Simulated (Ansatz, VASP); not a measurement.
**One calculation of Hg, two programs**

```
Hg
1.0
    -1.88364    1.88364    1.88364
     1.88364   -1.88364    1.88364
     1.88364    1.88364   -1.88364
Hg
1
Direct
  0.00000 0.00000 0.00000
```

Alike in both runs: task single point; functional r2SCAN; k mesh 10 × 10 × 10; occupations gaussian, width 0.05 eV; non-collinear spin, spin-orbit coupling.

```csv
,VASP,Ansatz
version,VASP 6.6.1,Ansatz 0.2.0
potentials or method,"VASP PAW PBE potentials, release 64 (Hg), cutoff 520 eV","plane waves, PAW"
valence electrons in the cell,12,20
```

Ansatz gave:

```
pressure (GPa)           : -0.4
net moment per atom (μB) : 0.00
```

**Question.** What did VASP give for the same quantities?

**Answer.** Pressure (GPa): 0.1; net moment per atom (μB): 0.00.

VASP's potentials were made for PBE, not for r2SCAN. VASP's potentials hold 12 valence electrons a cell and Ansatz's 20, so a difference there can come from the potentials and not from the codes.
